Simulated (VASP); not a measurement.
Ir:

```xyz
1
Lattice="0.0000 1.9698 1.6879 1.9698 0.0000 1.6879 1.9698 1.9698 0.0000" Properties=species:S:1:pos:R:3 pbc="T T T"
Ir    0.0000    0.0000    0.0000
```

This cell differs from its parent crystal: volume 13.098 Å^3 an atom, c/a of the conventional cell 0.8569.

Base run:

- Program: VASP 6.6.1
- Functional: LDA
- Potentials or basis: VASP PAW LDA potentials, release 64 (Ir)
- Cutoff: 520 eV
- k mesh: 22 × 22 × 22
- Occupations: gaussian, width 0.15 eV
- Spin: no spin polarisation

Its results: pressure 34.2 GPa.

**Question.** The run is repeated on the same cell with these changes: potentials or basis from VASP PAW LDA potentials, release 64 (Ir) to VASP PAW LDA potentials, release 64 (Ir_sv_GW); cutoff from 520 eV to 500 eV; further incar settings from ALGO = Normal; EDIFF = 1e-07; NBANDS = 10 to ALGO = Normal; EDIFF = 1e-06; NBANDS = 14; valence electrons from 9 to 17. What comes out?

**Answer.** Pressure 29.0 GPa.
